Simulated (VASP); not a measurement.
The system is TaN.

```xyz
2
Lattice="0.0000 2.1790 2.1790 2.1790 0.0000 2.1790 2.1790 2.1790 0.0000" Properties=species:S:1:pos:R:3 pbc="T T T"
Ta    2.1790    2.1790    2.1790
N     0.0000    0.0000    0.0000
```

| Item | Value |
| --- | --- |
| Program | VASP 6.6.1 |
| Task | relaxation of cell and atoms |
| Functional | r2SCAN |
| Potentials or basis | VASP PAW PBE potentials, release 64 (Ta_pv, N) |
| Cutoff | 600 eV |
| k mesh | 10 × 10 × 10 |
| Occupations | fermi-dirac, width 0.05 eV |
| Spin | no spin polarisation |
| Hubbard terms | Ta d U = 2.0 eV |

At the start: pressure 18.3 GPa; volume 10.35 Å³/atom.

**Question.** Where does the relaxation end?

**Answer.** Over 4 steps the energy falls by 27.9 meV/atom and the volume is 10.86 Å³/atom (+5.0 %); space group Fm-3m (No. 225, to 0.1 Å) before and after.

The path:
```csv
step,energy change (eV),largest force (eV/Å),pressure (GPa),volume (Å³)
1,0.0000,0.0000,18.25,20.69
2,0.2338,0.0000,-30.86,24.43
3,-0.0557,0.0000,-0.72,21.76
4,-0.0558,0.0000,-0.05,21.72
```

Final structure:
```
CELL_PARAMETERS angstrom
0.00000 2.21454 2.21454
2.21454 0.00000 2.21454
2.21454 2.21454 0.00000
ATOMIC_POSITIONS crystal
Ta 0.50000 0.50000 0.50000
N 0.00000 0.00000 0.00000
```

Caveat: the PAW data sets were made with another functional, which shifts forces and pressure a little; U without spin polarisation on a metal has little footing.
